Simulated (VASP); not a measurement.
# SrCuSi (P-6m2) in VASP: further runs

Runs on SrCuSi. Level: LDA. Tasks: single point.

Everything below comes from runs of VASP 6.6.1. Logs are shortened: lines on timing, memory, paths and dates and some standing lists are left out, and cuts for length are marked.

## Step 1: The cell of the first run

Symmetry: P-6m2, No. 187, hexagonal system. Conventional cell: a = 4.006 Å, b = 4.006 Å, c = 4.573 Å, α = 90.00°, β = 90.00°, γ = 120.00°. Within 4.3 Å of Sr (site symmetry -6m2) lie 6 Cu at 3.25 Å and 6 Si at 3.25 Å and 6 Sr at 4.01 Å. Within 3.1 Å of Si (site symmetry -6m2) lie 3 Cu at 2.31 Å. Cu (site symmetry -6m2) has 3 Si at 2.31 Å within 3.1 Å.

## Step 2: Single point, LDA

INCAR reads:

```
PREC = Accurate
ENCUT = 520
EDIFF = 1E-6
ISMEAR = -1
SIGMA = 0.05
LREAL = False
LASPH = True
NELM = 100
ALGO = Normal
ISIF = 2
LWAVE = False
LCHARG = False
GGA = CA
NBANDS = 20
```

KPOINTS reads:

```
Automatic mesh
0
Gamma
  8 8 6
```

POSCAR reads:

```
SrCuSi
1.0
    4.0061290644      0.0000000000      0.0000000000
   -2.0030645322      3.4694089375      0.0000000000
    0.0000000000      0.0000000000      4.5725727726
Sr Si Cu
1 1 1
Direct
    0.0000000000      0.0000000000      0.0000000000
    0.6666666667      0.3333333333      0.5000000000
    0.3333333333      0.6666666667      0.5000000000
```

Potentials or basis: VASP PAW LDA potentials, release 64 (Sr_sv, Si, Cu).

Launch:

```sh
$ cat potpaw_LDA.64/Sr_sv/POTCAR potpaw_LDA.64/Si/POTCAR potpaw_LDA.64/Cu/POTCAR > POTCAR
$ mpirun -np 1 vasp_std > vasp.out
```

OUTCAR:

```text
PREC = Accurate
   ENCUT = 520
   EDIFF = 1E-6
   ISMEAR = -1
   LREAL = False
   LASPH = True
   NELM = 100
   ISIF = 2
   GGA = CA

 ion  position               nearest neighbor table
   1  0.000  0.000  0.000-   3 3.25   3 3.25   2 3.25   2 3.25   2 3.25   3 3.25   2 3.25   3 3.25
                             2 3.25   2 3.25   3 3.25   3 3.25
   2  0.667  0.333  0.500-   3 2.31   3 2.31   3 2.31   1 3.25   1 3.25   1 3.25   1 3.25   1 3.25
                             1 3.25
   3  0.333  0.667  0.500-   2 2.31   2 2.31   2 2.31   1 3.25   1 3.25   1 3.25   1 3.25   1 3.25
                             1 3.25

  LATTYP: Found a hexagonal cell.
 ALAT       =     4.0061290644
 C/A-ratio  =     1.1413942734

  Lattice vectors:

 A1 = (   4.0061290644,   0.0000000000,   0.0000000000)
 A2 = (  -2.0030645322,   3.4694089375,   0.0000000000)
 A3 = (   0.0000000000,   0.0000000000,   4.5725727726)

Analysis of symmetry for initial positions (statically):
=====================================================================
 Subroutine PRICEL returns:
 Original cell was already a primitive cell.

 Routine SETGRP: Setting up the symmetry group for a
 hexagonal supercell.

 Subroutine GETGRP returns: Found 12 space group operations
 (whereof 12 operations were pure point group operations)
 out of a pool of 24 trial point group operations.

The static configuration has the point symmetry D_3h.

Analysis of symmetry for dynamics (positions and initial velocities):
=====================================================================
 Subroutine PRICEL returns:
 Original cell was already a primitive cell.

 Routine SETGRP: Setting up the symmetry group for a
 hexagonal supercell.

 Subroutine GETGRP returns: Found 12 space group operations
 (whereof 12 operations were pure point group operations)
 out of a pool of 24 trial point group operations.

The dynamic configuration has the point symmetry D_3h.

 Subroutine INISYM returns: Found 12 space group operations
 (whereof 12 operations are pure point group operations),
 and found     1 'primitive' translations

----------------------------------------------------------------------------------------

                                     Primitive cell

  volume of cell :      63.5537

  direct lattice vectors                    reciprocal lattice vectors
     4.006129064  0.000000000  0.000000000     0.249617520  0.144116767  0.000000000
    -2.003064532  3.469408937  0.000000000     0.000000000  0.288233534  0.000000000
     0.000000000  0.000000000  4.572572773     0.000000000  0.000000000  0.218695262

  length of vectors
     4.006129064  4.006128542  4.572572773     0.288233497  0.288233534  0.218695262

  position of ions in fractional coordinates (direct lattice)
     0.000000000  0.000000000  0.000000000
     0.666666667  0.333333333  0.500000000
     0.333333333  0.666666667  0.500000000

  ion indices of the primitive-cell ions
   primitive index   ion index
                 1           1
                 2           2
                 3           3

----------------------------------------------------------------------------------------

 KPOINTS: Automatic mesh

Automatic generation of k-mesh.
 Grid dimensions read from file:
 generate k-points for:    8    8    6

 Generating k-lattice:

  Cartesian coordinates                     Fractional coordinates (reciprocal lattice)
     0.031202190  0.018014596  0.000000000     0.125000000  0.000000000  0.000000000
     0.000000000  0.036029192  0.000000000     0.000000000  0.125000000  0.000000000
     0.000000000  0.000000000  0.036449210     0.000000000  0.000000000  0.166666667

  Length of vectors
     0.036029187  0.036029192  0.036449210

  Shift w.r.t. Gamma in fractional coordinates (k-lattice)
     0.000000000  0.000000000  0.000000000

 Subroutine IBZKPT returns following result:
 ===========================================

 Found     40 irreducible k-points:

 Following reciprocal coordinates:
            Coordinates               Weight
  0.000000  0.000000  0.000000      1.000000
  0.125000 -0.000000  0.000000      6.000000
  0.250000 -0.000000  0.000000      6.000000
  0.375000  0.000000  0.000000      6.000000
  0.500000 -0.000000  0.000000      3.000000
  0.125000  0.125000  0.000000      6.000000
[... 16 lines left out ...]
  0.250000 -0.000000  0.333333     12.000000
  0.375000  0.000000  0.333333     12.000000
 [... further k-points ...]
   k-points           NKPTS =     40   k-points in BZ     NKDIM =     40   number of bands    NBANDS=     20
   number of dos      NEDOS =    301   number of ions     NIONS =      3
   total plane-waves  NPLWV =  32400
   dimension x,y,z NGX =    30 NGY =   30 NGZ =   36
   dimension x,y,z NGXF=    60 NGYF=   60 NGZF=   72
   ions per type =               1   1   1
   NGX,Y,Z   is equivalent  to a cutoff of  12.45, 12.45, 13.09 a.u.
   NGXF,Y,Z  is equivalent  to a cutoff of  24.90, 24.90, 26.18 a.u.
 SYSTEM =  unknown system
   PREC   = accura    normal or accurate (medium, high low for compatibility)
   ISTART =      0    job   : 0-new  1-cont  2-samecut
   ICHARG =      2    charge: 1-file 2-atom 10-const
   ISPIN  =      1    spin polarized calculation?
   LNONCOLLINEAR =      F non collinear calculations
   LSORBIT =      F    spin-orbit coupling
   LASPH  =      T    aspherical Exc in radial PAW
   ENCUT  =  520.0 eV  38.22 Ry    6.18 a.u.   7.45  7.45  8.50*2*pi/ulx,y,z
   NELM   =    100;   NELMIN=  2; NELMDL= -5     # of ELM steps
   EDIFF  = 0.1E-05   stopping-criterion for ELM
   LREAL  =      F    real-space projection
   EDIFFG = 0.1E-04   stopping-criterion for IOM
   NSW    =      0    number of steps for IOM
   IBRION =     -1    ionic relax: 0-MD 1-quasi-New 2-CG
   NFREE  =      0    steps in history (QN), initial steepest desc. (CG)
   ISIF   =      2    stress and relaxation
   ISYM   =      2    0-nonsym 1-usesym 2-fastsym
   POTIM  = 0.5000    time-step for ionic-motion
   TEBEG  =    0.0;   TEEND  =   0.0 temperature during run
   PSTRESS=    0.0 pullay stress
   NELECT =      25.0000    total number of electrons
   NUPDOWN=      -1.0000    fix difference up-down
   EMIN   =  10.00;   EMAX   =-10.00  energy-range for DOS
   EFERMI =   0.00;   METHOD = LEGACY
   ISMEAR =    -1;   SIGMA  =   0.05  broadening in eV -4-tet -1-fermi 0-gaus
   EFERMI_NEDOS =   21; number of points for ismear=-14 and -15
   IALGO  =     38    algorithm
   IMIX   =      4    mixing-type and parameters
     AMIX     =   0.40;   BMIX     =  1.00
     AMIX_MAG =   1.60;   BMIX_MAG =  1.00
  volume/ion in A,a.u.               =      21.18       142.96
  Fermi-wavevector in a.u.,A,eV,Ry     =   1.199521  2.266766 19.576748  1.438850
  Thomas-Fermi vector in A             =   2.335381
   LORBIT       =      0    0 simple, 1 ext, 2 COOP (PROOUT), +10 PAW based schemes
   GGA     = CA    functional components
   LHFCALC =     F    Hartree Fock is set to
   AEXX    =    0.0000 exact exchange contribution
   IVDW    =     0    specifies the selected vdW correction
   LEPSILON=     F    determine dielectric tensor
   LRPA    =     F    only Hartree local field effects (RPA)
 non-spin polarized calculation
  energy-cutoff  :      520.00
  volume of cell :       63.55
 maximum number of plane-waves:      1739
 NGX is ok and might be reduce to    30
   NGX = 15   NGY = 15   NGZ = 17

 number of electron      25.0000007 magnetization

 Free energy of the ion-electron system (eV)
  ---------------------------------------------------
  ext. energy  EPLUGINS =         0.00000000
  ---------------------------------------------------
  free energy    TOTEN  =       -13.69096605 eV

  energy without entropy =      -13.68355927  energy(sigma->0) =      -13.68726266

 E-fermi :   4.4637     XC(G=0): -10.2292

 val. band max:        4.3322861043   @ k =   0.3750   0.1250   0.0000
 cond. band min:       4.4692122133   @ k =   0.2500   0.2500   0.0000
 fundamental gap:      0.1369261090
 Fermi energy:         4.4637012243

 k-point     1 :       0.0000    0.0000    0.0000
  band No.  band energies     occupation
      1     -30.0960      2.00000
      2     -12.2380      2.00000
      3     -12.1625      2.00000
      4     -12.1625      2.00000
      5      -4.4684      2.00000
      6       0.5270      2.00000
[... 12 lines left out ...]
     19       9.7985      0.00000
     20      10.6529      0.00000

 k-point     2 :       0.1250   -0.0000    0.0000
  band No.  band energies     occupation
      1     -30.0922      2.00000
      2     -12.2289      2.00000
      3     -12.2191      2.00000
      4     -12.1743      2.00000
      5      -4.2753      2.00000
      6       0.4663      2.00000
[... 12 lines left out ...]
     19       9.8064      0.00000
     20      10.8123      0.00000

 k-point     3 :       0.2500   -0.0000    0.0000
  band No.  band energies     occupation
      1     -30.0829      2.00000
      2     -12.3511      2.00000
      3     -12.2066      2.00000
      4     -12.2026      2.00000
      5      -3.7425      2.00000
      6       0.3031      2.00000
[... 12 lines left out ...]
     19       9.9027      0.00000
     20      12.0111      0.00000

 k-point     4 :       0.3750    0.0000    0.0000
  band No.  band energies     occupation
      1     -30.0736      2.00000
      2     -12.4773      2.00000
      3     -12.2306      2.00000
      4     -12.1841      2.00000
      5      -3.0346      2.00000
      6       0.0664      2.00000
[... 12 lines left out ...]
     19      10.4949      0.00000
     20      12.6675      0.00000

 k-point     5 :       0.5000   -0.0000    0.0000
  band No.  band energies     occupation
      1     -30.0698      2.00000
      2     -12.5280      2.00000
      3     -12.2421      2.00000
      4     -12.1748      2.00000
      5      -2.6224      2.00000
      6      -0.1232      2.00000
[... 12 lines left out ...]
     19      11.0309      0.00000
     20      11.5337      0.00000

 k-point     6 :       0.1250    0.1250    0.0000
  band No.  band energies     occupation
      1     -30.0856      2.00000
      2     -12.3069      2.00000
      3     -12.2131      2.00000
      4     -12.2007      2.00000
      5      -3.9119      2.00000
      6       0.3596      2.00000
[... 12 lines left out ...]
     19      10.3904      0.00000
     20      11.3447      0.00000

 k-point     7 :       0.2500    0.1250    0.0000
  band No.  band energies     occupation
      1     -30.0763      2.00000
      2     -12.4216      2.00000
      3     -12.2428      2.00000
      4     -12.1907      2.00000
      5      -3.2836      2.00000
      6       0.1949      2.00000
[... 12 lines left out ...]
     19      10.8578      0.00000
     20      12.3672      0.00000
[... 277 lines left out ...]
 k-point    20 :       0.3750    0.2500    0.1667
  band No.  band energies     occupation
      1     -30.0665      2.00000
      2     -12.4543      2.00000
      3     -12.3553      2.00000
      4     -12.1892      2.00000
      5      -2.4636      2.00000
      6       0.3410      2.00000
[... 12 lines left out ...]
     19      12.1404      0.00000
     20      12.5541      0.00000

 k-point    21 :       0.0000    0.0000    0.3333
  band No.  band energies     occupation
      1     -30.0937      2.00000
      2     -12.3460      2.00000
      3     -12.1572      2.00000
      4     -12.1572      2.00000
      5      -3.8908      2.00000
      6       0.5010      2.00000
[... 12 lines left out ...]
     19       8.8505      0.00000
     20      11.4391      0.00000

 k-point    22 :       0.1250   -0.0000    0.3333
  band No.  band energies     occupation
      1     -30.0900      2.00000
      2     -12.3311      2.00000
      3     -12.2102      2.00000
      4     -12.1690      2.00000
      5      -3.7626      2.00000
      6       0.4693      2.00000
[... 12 lines left out ...]
     19      10.0633      0.00000
     20      11.8883      0.00000

 k-point    23 :       0.2500   -0.0000    0.3333
  band No.  band energies     occupation
      1     -30.0809      2.00000
      2     -12.3378      2.00000
      3     -12.2918      2.00000
      4     -12.1971      2.00000
      5      -3.4101      2.00000
      6       0.3991      2.00000
[... 12 lines left out ...]
     19      10.7351      0.00000
     20      12.2951      0.00000

 k-point    24 :       0.3750    0.0000    0.3333
  band No.  band energies     occupation
      1     -30.0717      2.00000
      2     -12.4569      2.00000
      3     -12.2564      2.00000
      4     -12.2249      2.00000
      5      -2.9568      2.00000
      6       0.3314      2.00000
[... 12 lines left out ...]
     19      11.3443      0.00000
     20      12.5494      0.00000

 [... further k-points ...]

------------------------ aborting loop because EDIFF is reached ----------------------------------------

  FORCE on cell =-STRESS in cart. coord.  units (eV):
  Direction    XX          YY          ZZ          XY          YZ          ZX
  --------------------------------------------------------------------------------------
  -------------------------------------------------------------------------------------
  Total        0.0490189      0.0490189      0.2113538     -0.0000000      0.0000000      0.0000000
  in kB        1.2357580      1.2357576      5.3281883     -0.0000000      0.0000000      0.0000000
  external PRESSURE =       2.5999013 kB  Pullay stress =       0.0000000 kB

 VOLUME and BASIS-vectors are now :
 -----------------------------------------------------------------------------
  energy-cutoff  :      520.00
  volume of cell :       63.55
      direct lattice vectors                 reciprocal lattice vectors
     4.006129064  0.000000000  0.000000000     0.249617520  0.144116767  0.000000000
    -2.003064532  3.469408937  0.000000000     0.000000000  0.288233534  0.000000000
     0.000000000  0.000000000  4.572572773     0.000000000  0.000000000  0.218695262

 POSITION                                       TOTAL-FORCE (eV/Angst)
 -----------------------------------------------------------------------------------
      0.00000      0.00000      0.00000        -0.000000      0.000000      0.000000
      2.00306      1.15647      2.28629        -0.000000      0.000000      0.000000
     -0.00000      2.31294      2.28629         0.000000     -0.000000      0.000000
 -----------------------------------------------------------------------------------
    total drift:                                0.000002     -0.000012     -0.000000

  FREE ENERGIE OF THE ION-ELECTRON SYSTEM (eV)
  ---------------------------------------------------
  free  energy   TOTEN  =       -13.6909660451 eV

  energy  without entropy=      -13.6835592726  energy(sigma->0) =      -13.68726266
```

It took 61 s on 1 thread of Intel Xeon Platinum 8488C (Sapphire Rapids), shared host; peak memory 0.18 GiB.

What came out:

* Free energy: -13.6910 eV
* Pressure: 0.3 GPa

Stress tensor (GPa, compression positive):
```
0.12 0.00 0.00
0.00 0.12 0.00
0.00 0.00 0.53
```

## Step 3: Single point, LDA

This run uses another cell than the first one, of 21.64 Å³/atom, 1.021 times its volume.

INCAR reads:

```
SYSTEM = SrCuSi
  PREC = Accurate
  ENCUT = 520
  EDIFF = 1E-6
  ISMEAR = -1
  SIGMA = 0.05
  LREAL = .FALSE.
  LASPH = .TRUE.
  NELM = 80
  ALGO = Normal
  ISIF = 2
  LWAVE = .FALSE.
  LCHARG = .FALSE.
  NBANDS = 20
```

KPOINTS reads:

```
Automatic mesh
0
G
  8 8 6
  0 0 0
```

POSCAR reads:

```
SrCuSi
1.0
    4.0343421705      0.0000000000      0.0000000000
   -2.0171710852      3.4938421998      0.0000000000
    0.0000000000      0.0000000000      4.6047750503
Sr Si Cu
1 1 1
Direct
    0.0000000000      0.0000000000      0.0000000000
    0.6666666667      0.3333333333      0.5000000000
    0.3333333333      0.6666666667      0.5000000000
```

Potentials or basis: VASP PAW LDA potentials, release 64 (Sr_sv, Si, Cu).

Launch:

```sh
$ cat potpaw_LDA.64/Sr_sv/POTCAR potpaw_LDA.64/Si/POTCAR potpaw_LDA.64/Cu/POTCAR > POTCAR
$ mpirun -np 1 vasp_std > vasp.out
```

Wall time 50 s (1 thread of Intel Xeon Platinum 8488C (Sapphire Rapids), shared host); peak memory 0.19 GiB.

The run converged. Its results:

* Free energy: -13.6867 eV
* Pressure: -1.2 GPa

Stress tensor (GPa, compression positive):
```
-1.43  0.00  0.00
 0.00 -1.43  0.00
 0.00  0.00 -0.67
```

Levels at points of the mesh, in eV from the Fermi level:
```tsv
k point	band 9	band 10	band 11	band 12	band 13	band 14	band 15	band 16
(0.00, 0.00, 0.00)	-3.09	-3.09	-0.50	0.86	1.22	1.22	3.49	5.21
(0.50, 0.00, 0.00)	-3.20	-3.16	-3.07	-0.23	0.01	1.15	3.59	4.45
(0.00, 0.00, 0.50)	-3.12	-3.12	-2.94	2.17	2.17	3.38	3.38	3.50
(0.50, 0.00, 0.50)	-3.12	-3.11	-2.88	-0.66	-0.59	0.23	3.92	4.95
```
